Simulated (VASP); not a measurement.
The system is Ni3O.

```xyz
4
Lattice="0.0000 2.5372 2.5372 2.5372 0.0000 2.5372 2.5372 2.5372 0.0000" Properties=species:S:1:pos:R:3 pbc="T T T"
Ni    1.2686    1.2686    1.2686
Ni    3.8058    3.8058    3.8058
Ni    2.5372    2.5372    2.5372
O     0.0000    0.0000    0.0000
```

The cell was generated, and may not be a known phase.

* Program: VASP 6.6.1
* Task: relaxation of cell and atoms
* Functional: PBE
* Potentials or basis: VASP PAW PBE potentials, release 64 (Ni, O)
* Cutoff: 600 eV
* k mesh: 6 × 6 × 6
* Occupations: gaussian, width 0.1 eV
* Spin: collinear spin, ferromagnetic start
* Starting moments: [2.0, 2.0, 2.0, 0.0] μB

At the start: pressure 71.4 GPa; volume 8.17 Å³/atom.

How do energy, volume and symmetry change on relaxing?

Over 4 steps the energy falls by 413.0 meV/atom and the volume is 10.49 Å³/atom (+28.4 %); space group Fm-3m (No. 225, to 0.1 Å) before and after; moment 2.89 μB per cell.

Step by step:
```tsv
step	energy change (eV)	largest force (eV/Å)	pressure (GPa)	volume (Å³)
1	0.0000	0.0000	71.35	32.67
2	-0.6421	0.0000	-23.35	53.06
3	-1.6509	0.0000	-1.17	42.16
4	-1.6519	0.0000	-0.31	41.94
```

Final structure:
```xyz
4
Lattice="0.0000 2.7577 2.7577 2.7577 0.0000 2.7577 2.7577 2.7577 0.0000" Properties=species:S:1:pos:R:3 pbc="T T T"
Ni    1.3788    1.3788    1.3788
Ni    4.1365    4.1365    4.1365
Ni    2.7577    2.7577    2.7577
O     0.0000    0.0000    0.0000
```

Caveat: the volume moved by over 15 % at a fixed basis, so the end points are rough.
